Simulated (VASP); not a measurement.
# Ti3O4 (I4/mmm) in VASP: notebook, part 2 of 2

VASP 6.6.1. The steps go on from the part before.

## 3. Single point, PBEsol

This run uses another cell than the first one, of 9.72 Å³/atom.

The input, INCAR:

```
PREC = Accurate
ENCUT = 520
EDIFF = 1E-6
ISMEAR = 0
SIGMA = 0.1
LREAL = F
LASPH = T
NELM = 80
ALGO = Normal
ISIF = 2
LWAVE = F
LCHARG = F
GGA = PS
NBANDS = 39
```

The input, KPOINTS:

```
Automatic mesh
0
Gamma
  12 12 12
```

The input, POSCAR:

```
Ti3O4
1.0
   -2.0500366694      2.0500366694      4.0488713036
    2.0500366694     -2.0500366694      4.0488713036
    2.0500366694      2.0500366694     -4.0488713036
Ti O
3 4
Direct
    0.2500000000      0.7500000000      0.5000000000
    0.5000000000      0.5000000000      0.0000000000
    0.7500000000      0.2500000000      0.5000000000
    0.0000000000      0.5000000000      0.5000000000
    0.2426947642      0.2426947642      0.0000000000
    0.5000000000      0.0000000000      0.5000000000
    0.7573052358      0.7573052358      0.0000000000
```

Potentials or basis: VASP PAW PBE potentials, release 64 (Ti_sv, O).

Launch:

```console
cat potpaw_PBE.64/Ti_sv/POTCAR potpaw_PBE.64/O/POTCAR > POTCAR
mpirun -np 1 vasp_std > vasp.out
```

It took 8.2 min on 1 thread of AMD EPYC 9R45 (Zen 5), shared host; peak memory 0.44 GiB.

The run converged. Its results:

| Item | Value |
| --- | --- |
| Free energy | -66.1958 eV |
| Pressure | 0.7 GPa |
| Largest force | 0.024 eV/Å |
| Band gap on the k mesh | zero (bands 30 and 31 overlap by 3.61 eV) |

Forces on the atoms (eV/Å):
```
Ti   0.000  0.000  0.000
Ti   0.000  0.000  0.000
Ti   0.000  0.000  0.000
O    0.000  0.000  0.000
O    0.000  0.000 -0.024
O    0.000  0.000  0.000
O    0.000  0.000  0.024
```

Stress tensor (GPa, compression positive):
```
0.65 0.00 0.00
0.00 0.65 0.00
0.00 0.00 0.80
```

Levels at points of the mesh, in eV from the Fermi level:
| k point | band 26 | band 27 | band 28 | band 29 | band 30 | band 31 | band 32 | band 33 | band 34 | band 35 |
| --- | --- | --- | --- | --- | --- | --- | --- | --- | --- | --- |
| (0.00, 0.00, 0.00) | -4.20 | -3.93 | -3.93 | -2.91 | -0.67 | -0.67 | 0.39 | 0.51 | 0.51 | 0.71 |
| (0.50, 0.00, 0.00) | -5.43 | -5.31 | -4.09 | -1.18 | 0.30 | 0.41 | 0.57 | 0.71 | 1.09 | 1.38 |
| (0.50, 0.50, 0.00) | -5.72 | -5.39 | -3.62 | 0.80 | 0.80 | 1.09 | 1.20 | 1.29 | 1.41 | 1.66 |
| (0.50, 0.50, 0.50) | -4.90 | -4.41 | -4.41 | -2.59 | -2.59 | -2.55 | -0.18 | 0.90 | 1.39 | 1.54 |

Caveat: the PAW data sets were made with another functional, which shifts forces and pressure a little; semilocal functionals often make such compounds metallic where correlation or magnetic order opens a gap, which also shifts bond lengths.

## 4. Single point, PBEsol

This run uses another cell than the first one, of 9.97 Å³/atom.

The input, INCAR:

```
ALGO = Normal ; EDIFF = 1E-7
ENCUT = 520 ; GGA = PS
ISIF = 2 ; ISMEAR = 0
LASPH = True ; LCHARG = False
LREAL = False ; LWAVE = False
NBANDS = 39 ; NELM = 80
PREC = Accurate ; SIGMA = 0.1
```

The input, KPOINTS:

```
k-points
0
Gamma
  12 12 12
```

The input, POSCAR:

```
Ti3O4
1.0
   -2.0659088900      2.0659088900      4.0891339800
    2.0659088900     -2.0659088900      4.0891339800
    2.0659088900      2.0659088900     -4.0891339800
Ti O
3 4
Direct
    0.2500000000      0.7500000000      0.5000000000
    0.5000000000      0.5000000000      0.0000000000
    0.7500000000      0.2500000000      0.5000000000
    0.0000000000      0.5000000000      0.5000000000
    0.2441151400      0.2441151400      0.0000000000
    0.5000000000      0.0000000000      0.5000000000
    0.7558848600      0.7558848600      0.0000000000
```

Launch:

```console
cat potpaw_PBE.64/Ti_sv/POTCAR potpaw_PBE.64/O/POTCAR > POTCAR
mpirun -np 1 vasp_std > vasp.out
```

Wall time 9.4 min (1 thread of AMD EPYC 9R45 (Zen 5), shared host); peak memory 0.44 GiB.

The run converged. Its results:

```
Free energy            : -66.1744 eV
Pressure               : -5.0 GPa
Largest force          : 0.022 eV/Å
Band gap on the k mesh : zero (bands 30 and 31 overlap by 3.49 eV)
```

Forces on the atoms (eV/Å):
```
Ti   0.000  0.000  0.000
Ti   0.000  0.000  0.000
Ti   0.000  0.000  0.000
O    0.000  0.000  0.000
O    0.000  0.000  0.022
O    0.000  0.000  0.000
O    0.000  0.000 -0.022
```

Stress tensor (GPa, compression positive):
```
-4.85  0.00  0.00
 0.00 -4.85  0.00
 0.00  0.00 -5.38
```

Levels at points of the mesh, in eV from the Fermi level:
| k point | band 26 | band 27 | band 28 | band 29 | band 30 | band 31 | band 32 | band 33 | band 34 | band 35 |
| --- | --- | --- | --- | --- | --- | --- | --- | --- | --- | --- |
| (0.00, 0.00, 0.00) | -4.15 | -3.86 | -3.86 | -2.81 | -0.63 | -0.63 | 0.37 | 0.47 | 0.47 | 0.68 |
| (0.50, 0.00, 0.00) | -5.33 | -5.19 | -4.03 | -1.13 | 0.27 | 0.39 | 0.54 | 0.68 | 1.04 | 1.32 |
| (0.50, 0.50, 0.00) | -5.64 | -5.31 | -3.53 | 0.77 | 0.77 | 1.05 | 1.16 | 1.23 | 1.35 | 1.58 |
| (0.50, 0.50, 0.50) | -4.85 | -4.31 | -4.31 | -2.48 | -2.48 | -2.47 | -0.17 | 0.87 | 1.34 | 1.47 |

Caveat: the cell stands under tension; the PAW data sets were made with another functional, which shifts forces and pressure a little; semilocal functionals often make such compounds metallic where correlation or magnetic order opens a gap, which also shifts bond lengths.

## 5. Relaxation of shape and atoms at fixed volume, PBEsol (10.31 Å³/atom)

This run uses another cell than the first one, of 10.31 Å³/atom.

The input, INCAR:

```
  PREC = Accurate
  ENCUT = 600
  EDIFF = 1E-6
  ISMEAR = 0
  SIGMA = 0.1
  LREAL = False
  LASPH = True
  NELM = 100
  ALGO = Normal
  ISIF = 4
  LWAVE = False
  LCHARG = False
  GGA = PS
  IBRION = 2
  NSW = 50
  EDIFFG = -0.01
```

The input, KPOINTS:

```
regular mesh
0
Gamma
  12 12 12
```

The input, POSCAR:

```
Ti3O4
1.0
   -2.0893767040      2.0893767040      4.1317078041
    2.0893767040     -2.0893767040      4.1317078041
    2.0893767040      2.0893767040     -4.1317078041
Ti O
3 4
Direct
    0.2500000000      0.7500000000      0.5000000000
    0.5000000000      0.5000000000      0.0000000000
    0.7500000000      0.2500000000      0.5000000000
    0.0000000000      0.5000000000      0.5000000000
    0.2447618892      0.2447618892      0.0000000000
    0.5000000000      0.0000000000      0.5000000000
    0.7552381108      0.7552381108      0.0000000000
```

Launch:

```console
cat potpaw_PBE.64/Ti_sv/POTCAR potpaw_PBE.64/O/POTCAR > POTCAR
mpirun -np 1 vasp_std > vasp.out
```

Wall time 19 min (1 thread of Intel Xeon 6975P-C (Granite Rapids), shared host); peak memory 0.55 GiB.

The run converged. Its results:

| Property | Result |
| --- | --- |
| Free energy | -66.0645 eV |
| Energy gained by relaxing | 0.4 meV/atom |
| Ionic steps | 4 |
| Pressure after relaxing | -11.6 GPa |
| Band gap on the k mesh | zero (bands 30 and 31 overlap by 3.30 eV) |

Stress tensor (GPa, compression positive):
```
-11.58   0.00   0.00
  0.00 -11.58   0.00
  0.00   0.00 -11.70
```

Step by step:
| step | energy change (eV) | largest force (eV/Å) | pressure (GPa) | volume (Å³) |
| --- | --- | --- | --- | --- |
| 1 | 0.0000 | 0.1706 | -12.07 | 72.15 |
| 2 | -0.0019 | 0.0652 | -11.80 | 72.15 |
| 3 | -0.0022 | 0.0119 | -11.67 | 72.15 |
| 4 | -0.0025 | 0.0009 | -11.62 | 72.15 |

Final structure:
```
Ti O
1.0
    -2.08819    2.08819    4.13640
     2.08819   -2.08819    4.13640
     2.08819    2.08819   -4.13640
Ti O
3 4
Direct
  0.25000 0.75000 0.50000
  0.50000 0.50000 0.00000
  0.75000 0.25000 0.50000
  0.00000 0.50000 0.50000
  0.24657 0.24657 0.00000
  0.50000 0.00000 0.50000
  0.75343 0.75343 0.00000
```

Levels at points of the mesh, in eV from the Fermi level:
```csv
k point,band 27,band 28,band 29,band 30,band 31,band 32,band 33,band 34
"(0.00, 0.00, 0.00)",-3.77,-3.77,-2.69,-0.58,-0.58,0.34,0.43,0.43
"(0.50, 0.00, 0.00)",-5.05,-3.96,-1.05,0.24,0.35,0.51,0.64,0.99
"(0.50, 0.50, 0.00)",-5.21,-3.43,0.72,0.72,1.01,1.11,1.15,1.26
"(0.50, 0.50, 0.50)",-4.19,-4.19,-2.37,-2.33,-2.33,-0.16,0.82,1.25
```

Caveat: the PAW data sets were made with another functional, which shifts forces and pressure a little; semilocal functionals often make such compounds metallic where correlation or magnetic order opens a gap, which also shifts bond lengths.

## 6. Overview

| task | cell | cutoff (eV) | gap on the mesh (eV) | pressure (GPa) | largest force (eV/Å) |
| --- | --- | --- | --- | --- | --- |
| single point | a = 4.928 Å, angles 131.3, 131.3, 71.3°, 7 atoms, atomic positions A | 520 | none | 8.4 | 0.03 |
| single point | a = 4.980 Å, angles 131.4, 131.4, 71.2°, 7 atoms, atomic positions B | 520 | none | 0.7 | 0.02 |
| single point | a = 5.026 Å, angles 131.5, 131.5, 71.1°, 7 atoms, atomic positions C | 520 | none | -5.0 | 0.02 |
| relaxation of shape and atoms at fixed volume | relaxed from a = 5.080 Å, angles 131.4, 131.4, 71.1°, 7 atoms, atomic positions D | 600 | none | -11.6 | - |

Alike in all rows: level PBEsol; potentials or basis VASP PAW PBE potentials, release 64 (Ti_sv, O); no spin polarisation; k mesh 12 × 12 × 12; smearing gaussian 0.1 eV.

Caveats: the PAW data sets were made with another functional, which shifts forces and pressure a little; semilocal functionals often make such compounds metallic where correlation or magnetic order opens a gap, which also shifts bond lengths; the cell stands under pressure (at least some runs); the cell stands under tension (at least some runs).

Total energies depend on the potentials used, so only differences within one code and one set of settings carry meaning.
